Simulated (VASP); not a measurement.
# Mg63Si31 (a cell with a defect) in VASP: single point with PBEsol

Aim: the single point of Mg63Si31 (a cell with a defect) with PBEsol.

Everything below comes from runs of VASP 6.6.1. Logs are shortened: lines on timing, memory, paths and dates and some standing lists are left out, and cuts for length are marked.

### 1 The cell of the first run

The cell holds a defect, 94 atoms: a = 12.649 Å, b = 12.649 Å, c = 12.649 Å, α = 90.00°, β = 90.00°, γ = 90.00°.

### 2 Single point, PBEsol

File INCAR:

```
PREC     = Accurate       # precision mode
ENCUT    = 400            # plane-wave cutoff, eV
EDIFF    = 1E-6           # SCF threshold, eV
ISMEAR   = -1             # smearing method
SIGMA    = 0.05           # smearing width, eV
LREAL    = Auto         
LASPH    = True           # aspherical terms in the spheres
NELM     = 120            # most SCF steps
ALGO     = Normal         # electronic algorithm
ISIF     = 2              # what is computed and relaxed
LWAVE    = False          # write WAVECAR
LCHARG   = False          # write CHGCAR
GGA      = PS             # functional
NBANDS   = 178            # bands
ISYM     = -1           
GGA_COMPAT= False
```

File KPOINTS:

```
explicit points
1
Reciprocal
  0.25000000   0.25000000   0.25000000 1
```

File POSCAR:

```
Mg63Si31
1.0
   12.6494980000      0.0000000000      0.0000000000
    0.0000000000     12.6494980000      0.0000000000
    0.0000000000      0.0000000000     12.6494980000
Mg Si
63 31
Direct
    0.3755040000      0.1260720000      0.1249490000
    0.3764660000      0.1247630000      0.6248520000
    0.3752780000      0.6246840000      0.1240800000
    0.8752450000      0.1247120000      0.1242520000
    0.8736360000      0.1256440000      0.6272410000
    0.8738310000      0.6250650000      0.1251510000
    0.8749300000      0.6238020000      0.6246840000
    0.1273500000      0.3761530000      0.1265050000
    0.1251160000      0.3764530000      0.6280630000
    0.1252110000      0.8744330000      0.1230380000
    0.1269190000      0.8727250000      0.6249670000
    0.6242300000      0.3757750000      0.1233540000
    0.6255320000      0.3746070000      0.6229730000
    0.6242950000      0.8731110000      0.1260450000
    0.6233640000      0.8741560000      0.6275150000
    0.1296370000      0.1304000000      0.3722260000
    0.1255310000      0.1235210000      0.8755070000
    0.1246860000      0.6271340000      0.3754760000
    0.1261590000      0.6218890000      0.8754850000
    0.6242950000      0.1231250000      0.3755820000
    0.6243060000      0.1273770000      0.8742930000
    0.6248800000      0.6219620000      0.3739900000
    0.6240380000      0.6274650000      0.8747850000
    0.1250360000      0.1246660000      0.1236130000
    0.1304510000      0.1299960000      0.6294230000
    0.1261710000      0.6251310000      0.1252740000
    0.1403180000      0.6240310000      0.6253640000
    0.6247670000      0.1254360000      0.1247090000
    0.6238060000      0.1242350000      0.6244710000
    0.6239700000      0.6239270000      0.1241730000
    0.6084280000      0.6236510000      0.6259440000
    0.3780320000      0.3747880000      0.3742020000
    0.3725070000      0.3754870000      0.8754720000
    0.3734980000      0.8752100000      0.3752890000
    0.3774770000      0.8733790000      0.8743800000
    0.8770770000      0.3764480000      0.3759280000
    0.8728510000      0.3753410000      0.8740560000
    0.8684970000      0.8692020000      0.3709170000
    0.8762780000      0.8742920000      0.8755420000
    0.3755850000      0.3754630000      0.1246530000
    0.3758400000      0.3916190000      0.6267130000
    0.3745670000      0.8730950000      0.1243230000
    0.3754880000      0.8603880000      0.6248000000
    0.8737600000      0.3750650000      0.1245490000
    0.8756250000      0.3755700000      0.6247620000
    0.8749450000      0.8745900000      0.1235620000
    0.8713380000      0.8709710000      0.6277770000
    0.3763450000      0.1247870000      0.3757890000
    0.3748650000      0.1258740000      0.8742240000
    0.3751630000      0.6246270000      0.3873610000
    0.3749010000      0.6241100000      0.8590450000
    0.8748290000      0.1255460000      0.3729660000
    0.8751320000      0.1244380000      0.8752120000
    0.8752950000      0.6234000000      0.3756410000
    0.8731290000      0.6241410000      0.8744670000
    0.1262690000      0.3774300000      0.3766720000
    0.1245570000      0.3732120000      0.8766130000
    0.1251440000      0.8753130000      0.3712070000
    0.1256060000      0.8740970000      0.8746680000
    0.6267840000      0.3727800000      0.3719640000
    0.6234230000      0.3760980000      0.8738210000
    0.6225150000      0.8738410000      0.3759980000
    0.6256780000      0.8745170000      0.8759470000
    0.9998940000      0.9998080000      0.9998830000
    0.9989110000      0.4997810000      0.0012200000
    0.0019120000      0.5011790000      0.5013450000
    0.5001040000      0.0006690000      0.0004550000
    0.4991850000      0.9984490000      0.5006420000
    0.4990620000      0.5004640000      0.9984630000
    0.5054090000      0.4939940000      0.4945820000
    0.2499840000      0.2487450000      0.0012080000
    0.2501200000      0.2504480000      0.5016130000
    0.2501700000      0.7492010000      0.9986540000
    0.2439840000      0.7560610000      0.4959910000
    0.7501540000      0.2495230000      0.9997710000
    0.7533910000      0.2466810000      0.4995770000
    0.7505830000      0.7499590000      0.0005920000
    0.7497310000      0.7500990000      0.5003200000
    0.2486870000      0.0011380000      0.2501390000
    0.2491130000      0.9990590000      0.7476560000
    0.2512170000      0.5012620000      0.2518280000
    0.2447330000      0.4949310000      0.7552190000
    0.7513100000      0.9993480000      0.2511120000
    0.7517550000      0.0002260000      0.7488860000
    0.7510990000      0.4994740000      0.2490860000
    0.7486330000      0.5003310000      0.7485980000
    0.0004540000      0.2491230000      0.2509980000
    0.9993700000      0.2473110000      0.7486810000
    0.9986370000      0.7517620000      0.2505780000
    0.0012100000      0.7501290000      0.7478560000
    0.5005760000      0.2485030000      0.2490810000
    0.4992900000      0.2514980000      0.7486650000
    0.4987300000      0.7490320000      0.2513490000
    0.5041010000      0.7542900000      0.7542310000
```

Potentials or basis: VASP PAW PBE potentials, release 64 (Mg, Si).

Launch:

```sh
> cat potpaw_PBE.64/Mg/POTCAR potpaw_PBE.64/Si/POTCAR > POTCAR
> mpirun -np 1 vasp_std > vasp.out
```

OUTCAR:

```text
PREC = Accurate
   ENCUT = 400
   EDIFF = 1E-6
   ISMEAR = -1
   LREAL = Auto
   LASPH = True
   NELM = 120
   ISIF = 2
   GGA = PS
   ISYM = -1

 ion  position               nearest neighbor table
   1  0.376  0.126  0.125-  91 2.71  71 2.72  67 2.74  79 2.75  28 3.15  40 3.15  24 3.17  49 3.17
                            48 3.17  42 3.20
   2  0.376  0.125  0.625-  68 2.73  92 2.73  72 2.74  80 2.75  25 3.11  29 3.13  48 3.15  49 3.15
                            43 3.34  41 3.38
   3  0.375  0.625  0.124-  69 2.73  73 2.74  93 2.74  81 2.74  42 3.14  30 3.15  26 3.15  40 3.15
                            50 3.33  51 3.35
   4  0.875  0.125  0.124-  64 2.73  75 2.73  83 2.75  87 2.75  52 3.15  53 3.15  24 3.16  46 3.16
                            44 3.17  28 3.17
   5  0.874  0.126  0.627-  88 2.69  84 2.69  76 2.70  53 3.14  29 3.16  45 3.16  52 3.22  47 3.22
                            25 3.25
   6  0.874  0.625  0.125-  85 2.72  77 2.72  65 2.73  89 2.75  46 3.16  30 3.16  44 3.16  54 3.17
                            55 3.17  26 3.19
   7  0.875  0.624  0.625-  66 2.72  86 2.73  90 2.74  78 2.75  47 3.13  45 3.14  54 3.15  55 3.16
                            27 3.36  31 3.37
   8  0.127  0.376  0.127-  81 2.73  71 2.74  65 2.76  87 2.76  40 3.14  26 3.15  57 3.16  56 3.16
                            24 3.18  44 3.21
   9  0.125  0.376  0.628-  82 2.67  66 2.74  88 2.74  72 2.76  25 3.12  27 3.14  57 3.14  45 3.16
[... 164 lines left out ...]
  93  0.499  0.749  0.251-  62 2.73  14 2.74   3 2.74  42 2.74  34 2.74  22 2.75  30 2.76  50 2.81

  94  0.504  0.754  0.754-  63 2.65  31 2.67  43 2.67  51 2.67  15 2.67  35 2.67  23 2.68

IMPORTANT INFORMATION: All symmetrisations will be switched off!
NOSYMM: (Re-)initialisation of all symmetry stuff for point group C_1.

----------------------------------------------------------------------------------------

                                     Primitive cell

  volume of cell :    2024.0436

  direct lattice vectors                    reciprocal lattice vectors
    12.649498000  0.000000000  0.000000000     0.079054521  0.000000000  0.000000000
     0.000000000 12.649498000  0.000000000     0.000000000  0.079054521  0.000000000
     0.000000000  0.000000000 12.649498000     0.000000000  0.000000000  0.079054521

  length of vectors
    12.649498000 12.649498000 12.649498000     0.079054521  0.079054521  0.079054521

  position of ions in fractional coordinates (direct lattice)
     0.375504000  0.126072000  0.124949000
     0.376466000  0.124763000  0.624852000
     0.375278000  0.624684000  0.124080000
     0.875245000  0.124712000  0.124252000
     0.873636000  0.125644000  0.627241000
     0.873831000  0.625065000  0.125151000
[... 86 lines left out ...]
     0.498730000  0.749032000  0.251349000
     0.504101000  0.754290000  0.754231000

  ion indices of the primitive-cell ions
   primitive index   ion index
                 1           1
                 2           2
                 3           3
                 4           4
                 5           5
                 6           6
[... 86 lines left out ...]
                93          93
                94          94

----------------------------------------------------------------------------------------

 KPOINTS: explicit points

Read explicit list of k-points.

 Found      1 k-points:

 Following reciprocal coordinates:
            Coordinates               Weight
  0.250000  0.250000  0.250000      1.000000
   k-points           NKPTS =      1   k-points in BZ     NKDIM =      1   number of bands    NBANDS=    178
   number of dos      NEDOS =    301   number of ions     NIONS =     94
   total plane-waves  NPLWV = 592704
   dimension x,y,z NGX =    84 NGY =   84 NGZ =   84
   dimension x,y,z NGXF=   168 NGYF=  168 NGZF=  168
   ions per type =              63  31
   NGX,Y,Z   is equivalent  to a cutoff of  11.04, 11.04, 11.04 a.u.
   NGXF,Y,Z  is equivalent  to a cutoff of  22.08, 22.08, 22.08 a.u.
 SYSTEM =  unknown system
   PREC   = accura    normal or accurate (medium, high low for compatibility)
   ISTART =      0    job   : 0-new  1-cont  2-samecut
   ICHARG =      2    charge: 1-file 2-atom 10-const
   ISPIN  =      1    spin polarized calculation?
   LNONCOLLINEAR =      F non collinear calculations
   LSORBIT =      F    spin-orbit coupling
   LASPH  =      T    aspherical Exc in radial PAW
   ENCUT  =  400.0 eV  29.40 Ry    5.42 a.u.  20.63 20.63 20.63*2*pi/ulx,y,z
   NELM   =    120;   NELMIN=  2; NELMDL= -5     # of ELM steps
   EDIFF  = 0.1E-05   stopping-criterion for ELM
   LREAL  =      T    real-space projection
   EDIFFG = 0.1E-04   stopping-criterion for IOM
   NSW    =      0    number of steps for IOM
   IBRION =     -1    ionic relax: 0-MD 1-quasi-New 2-CG
   NFREE  =      0    steps in history (QN), initial steepest desc. (CG)
   ISIF   =      2    stress and relaxation
   ISYM   =     -1    0-nonsym 1-usesym 2-fastsym
   POTIM  = 0.5000    time-step for ionic-motion
   TEBEG  =    0.0;   TEEND  =   0.0 temperature during run
   PSTRESS=    0.0 pullay stress
   NELECT =     250.0000    total number of electrons
   NUPDOWN=      -1.0000    fix difference up-down
   EMIN   =  10.00;   EMAX   =-10.00  energy-range for DOS
   EFERMI =   0.00;   METHOD = LEGACY
   ISMEAR =    -1;   SIGMA  =   0.05  broadening in eV -4-tet -1-fermi 0-gaus
   EFERMI_NEDOS =   21; number of points for ismear=-14 and -15
   IALGO  =     38    algorithm
   IMIX   =      4    mixing-type and parameters
     AMIX     =   0.40;   BMIX     =  1.00
     AMIX_MAG =   1.60;   BMIX_MAG =  1.00
  volume/ion in A,a.u.               =      21.53       145.31
  Fermi-wavevector in a.u.,A,eV,Ry     =   0.815295  1.540684  9.043877  0.664706
  Thomas-Fermi vector in A             =   1.925357
   LORBIT       =      0    0 simple, 1 ext, 2 COOP (PROOUT), +10 PAW based schemes
   GGA     = PS    functional components
   LHFCALC =     F    Hartree Fock is set to
   AEXX    =    0.0000 exact exchange contribution
   IVDW    =     0    specifies the selected vdW correction
   LEPSILON=     F    determine dielectric tensor
   LRPA    =     F    only Hartree local field effects (RPA)
 non-spin polarized calculation
  energy-cutoff  :      400.00
  volume of cell :     2024.04
 maximum number of plane-waves:     36774
 NGX is ok and might be reduce to    84
   NGX = 41   NGY = 41   NGZ = 41

 number of electron     249.9999988 magnetization

 Free energy of the ion-electron system (eV)
  ---------------------------------------------------
  ext. energy  EPLUGINS =         0.00000000
  ---------------------------------------------------
  free energy    TOTEN  =      -298.77531134 eV

  energy without entropy =     -298.76516975  energy(sigma->0) =     -298.77024055

 E-fermi :   3.5570     XC(G=0):  -8.8310

 val. band max:        3.2933966398   @ k =   0.2500   0.2500   0.2500
 cond. band min:       3.8049916282   @ k =   0.2500   0.2500   0.2500
 fundamental gap:      0.5115949884
 Fermi energy:         3.5570311908

 k-point     1 :       0.2500    0.2500    0.2500
  band No.  band energies     occupation
      1      -5.5178      2.00000
      2      -5.1879      2.00000
      3      -5.1531      2.00000
      4      -5.1153      2.00000
      5      -4.8509      2.00000
      6      -4.8163      2.00000
[... 129 lines left out ...]
    136       4.7565      0.00000
    137       4.7878      0.00000
 [bands above 137 left out]

------------------------ aborting loop because EDIFF is reached ----------------------------------------

  FORCE on cell =-STRESS in cart. coord.  units (eV):
  Direction    XX          YY          ZZ          XY          YZ          ZX
  --------------------------------------------------------------------------------------
  -------------------------------------------------------------------------------------
  Total       -1.7042158     -1.6544415     -1.3105776     -3.0850785     -3.8532354     -3.9144579
  in kB       -1.3490104     -1.3096104     -1.0374172     -2.4420634     -3.0501153     -3.0985773
  external PRESSURE =      -1.2320127 kB  Pullay stress =       0.0000000 kB

 VOLUME and BASIS-vectors are now :
 -----------------------------------------------------------------------------
  energy-cutoff  :      400.00
  volume of cell :     2024.04
      direct lattice vectors                 reciprocal lattice vectors
    12.649498000  0.000000000  0.000000000     0.079054521  0.000000000  0.000000000
     0.000000000 12.649498000  0.000000000     0.000000000  0.079054521  0.000000000
     0.000000000  0.000000000 12.649498000     0.000000000  0.000000000  0.079054521

 POSITION                                       TOTAL-FORCE (eV/Angst)
 -----------------------------------------------------------------------------------
      4.74994      1.59475      1.58054        -0.000259     -0.003840     -0.000526
      4.76211      1.57819      7.90406         0.000373      0.003048      0.001943
      4.74708      7.90194      1.56955        -0.002093      0.006411      0.003038
     11.07141      1.57754      1.57173        -0.001908      0.001128      0.003752
     11.05106      1.58933      7.93428        -0.000183     -0.002980     -0.001398
     11.05352      7.90676      1.58310         0.004315      0.002906     -0.001834
[... 86 lines left out ...]
      6.30868      9.47488      3.17944        -0.000432     -0.005286     -0.001083
      6.37662      9.54139      9.54064        -0.003048     -0.003548     -0.004975
 -----------------------------------------------------------------------------------
    total drift:                               -0.014698     -0.021435     -0.013835

  FREE ENERGIE OF THE ION-ELECTRON SYSTEM (eV)
  ---------------------------------------------------
  free  energy   TOTEN  =      -298.7753113443 eV

  energy  without entropy=     -298.7651697537  energy(sigma->0) =     -298.77024055
```

Wall time 7.3 min (1 thread of Intel Xeon Platinum 8488C (Sapphire Rapids), shared host); peak memory 1.1 GiB.

Results:

```yaml
Free_energy: -298.7753 eV
Pressure: -0.1 GPa
Largest_force: 0.020 eV/Å
```

Forces on the atoms (eV/Å):
```
Mg   0.000 -0.004 -0.001
Mg   0.000  0.003  0.002
Mg  -0.002  0.006  0.003
Mg  -0.002  0.001  0.004
Mg   0.000 -0.003 -0.001
Mg   0.004  0.003 -0.002
Mg  -0.002  0.004  0.002
Mg  -0.002 -0.002  0.004
Mg   0.001 -0.003 -0.011
Mg   0.002  0.000 -0.004
Mg  -0.012  0.006  0.014
Mg   0.006 -0.004 -0.005
Mg   0.002 -0.006  0.008
Mg   0.001  0.002  0.006
Mg   0.008  0.003 -0.013
Mg  -0.005 -0.007  0.000
Mg   0.000 -0.004 -0.001
Mg   0.002  0.003  0.003
Mg  -0.007  0.013  0.002
Mg   0.005 -0.007  0.003
Mg   0.000  0.004  0.001
Mg   0.002  0.013  0.000
Mg   0.010 -0.005 -0.001
Mg  -0.006  0.004  0.002
Mg   0.005 -0.007 -0.005
Mg   0.002 -0.003 -0.004
Mg  -0.012  0.004  0.003
Mg   0.006 -0.005 -0.002
Mg  -0.005  0.002 -0.001
Mg  -0.006  0.007  0.007
Mg   0.011  0.001 -0.005
Mg  -0.011  0.000  0.004
Mg   0.008 -0.011 -0.005
Mg   0.001 -0.002 -0.002
Mg  -0.010  0.010  0.007
Mg   0.005 -0.005  0.000
Mg  -0.003  0.002  0.003
Mg   0.000  0.001  0.001
Mg   0.005  0.000 -0.002
Mg  -0.008  0.003  0.004
Mg  -0.001 -0.013  0.000
Mg   0.002 -0.004 -0.001
Mg  -0.004  0.010  0.000
Mg   0.003 -0.007  0.001
Mg  -0.002  0.002 -0.002
Mg  -0.004  0.004  0.001
Mg   0.010 -0.006 -0.001
Mg  -0.002  0.000  0.011
Mg   0.000 -0.004 -0.009
Mg   0.005  0.001 -0.006
Mg  -0.009  0.002  0.011
Mg   0.002  0.002 -0.004
Mg  -0.002  0.000  0.001
Mg  -0.003  0.000  0.009
Mg   0.004  0.002 -0.009
Mg  -0.002 -0.005  0.001
Mg  -0.012 -0.010  0.013
Mg  -0.005  0.012 -0.011
Mg   0.004 -0.002 -0.004
Mg   0.011 -0.008 -0.001
Mg   0.001 -0.004 -0.004
Mg  -0.002 -0.005  0.001
Mg   0.006  0.011  0.009
Si   0.002 -0.003 -0.002
Si   0.003 -0.002 -0.003
Si  -0.004  0.000  0.004
Si   0.000 -0.006  0.001
Si   0.000  0.001  0.003
Si  -0.002  0.003 -0.001
Si  -0.001  0.010 -0.001
Si  -0.001  0.003 -0.002
Si   0.014  0.008  0.001
Si   0.009 -0.006 -0.004
Si   0.001  0.001 -0.006
Si  -0.006  0.008 -0.003
Si  -0.005  0.005 -0.005
Si   0.001 -0.005  0.004
Si  -0.010 -0.012  0.006
Si   0.004 -0.003 -0.005
Si   0.014 -0.004  0.008
Si   0.004  0.001 -0.007
Si   0.007  0.004 -0.004
Si  -0.006  0.005 -0.007
Si  -0.003 -0.001  0.006
Si  -0.001  0.001 -0.002
Si  -0.005  0.004  0.003
Si  -0.001  0.008 -0.006
Si   0.000  0.003  0.011
Si   0.002 -0.004 -0.006
Si   0.002 -0.014  0.005
Si   0.002  0.000 -0.005
Si  -0.008  0.005  0.000
Si   0.000 -0.005 -0.001
Si  -0.003 -0.004 -0.005
```

Stress tensor (GPa, compression positive):
```
-0.13 -0.24 -0.31
-0.24 -0.13 -0.31
-0.31 -0.31 -0.10
```

Levels at points of the mesh, in eV from the Fermi level:
```tsv
k point	band 122	band 123	band 124	band 125	band 126	band 127	band 128	band 129
(0.25, 0.25, 0.25)	-0.55	-0.45	-0.30	-0.26	0.25	0.38	0.42	0.44
```

Caveat: the PAW data sets were made with another functional, which shifts forces and pressure a little.
